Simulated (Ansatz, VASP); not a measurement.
# SnO: VASP beside Ansatz

INCAR

```
PREC = Accurate
ENCUT = 520
EDIFF = 1E-7
ISMEAR = 0
SIGMA = 0.05
LREAL = False
LASPH = True
NELM = 80
ALGO = Normal
ISIF = 2
LWAVE = False
LCHARG = True
GGA = PE
LELF = True
LVHAR = True
NBANDS = 28
```

File KPOINTS:

```
regular mesh
0
Gamma
  10 10 8
```

POSCAR

```
SnO
1.0
    3.7640209778      0.0000000000      0.0000000000
    0.0000000000      3.7640209778      0.0000000000
    0.0000000000      0.0000000000      5.0679375214
Sn O
2 2
Direct
   -0.0646449638      0.5000000000      0.2286909982
    0.5646449638      0.0000000000      0.7713090018
    0.0068811044      0.0000000000      0.0000000000
    0.4931188956      0.5000000000      0.0000000000
```

Input for Ansatz:

```yaml
crystal:
  lattice:
    - [3.7640209778, 0.0, 0.0]
    - [0.0, 3.7640209778, 0.0]
    - [0.0, 0.0, 5.0679375214]
  atoms:
    - { symbol: Sn, position: [-0.0646449638, 0.5, 0.2286909982] }
    - { symbol: Sn, position: [0.5646449638, 0.0, 0.7713090018] }
    - { symbol: O, position: [0.0068811044, 0.0, 0.0] }
    - { symbol: O, position: [0.4931188956, 0.5, 0.0] }
basis:
  ecutwfc: 520.0
kpoints:
  mp_grid: { grid: [10, 10, 8] }
hamiltonian:
  xc: pbe
scf:
  occupations: { method: gaussian, width: 0.05 }
output:
  forces: true
  stress: true
  eigenvalues: true
```

Change from the starting cell: mode 4 frozen in at -0.250 Å, equal normal strain along x and y -0.0267.

Alike in both runs: task single point; functional PBE; k mesh 10 × 10 × 8; occupations gaussian, width 0.05 eV; no spin polarisation.

```csv
,VASP,Ansatz
version,VASP 6.6.1,Ansatz 0.2.0
potentials or method,"VASP PAW PBE potentials, release 64 (Sn_d, O), cutoff 520 eV","scalar-relativistic, plane waves, PAW"
valence electrons in the cell,40,40
```

```csv
,VASP,Ansatz,Ansatz less VASP
gap on the k mesh at the Fermi level (eV),0.33,0.33,-0.009
least direct gap on the mesh (eV),1.91,1.94,+0.028
pressure (GPa),8.8,8.5,-0.30
"traceless stress, the component that is largest in VASP (GPa)",7.95,7.74,-0.207
rms of the force components (eV/Å),0.991,0.950,-0.0401
```

Atom by atom the forces differ by 0.047 eV/Å (rms over components).
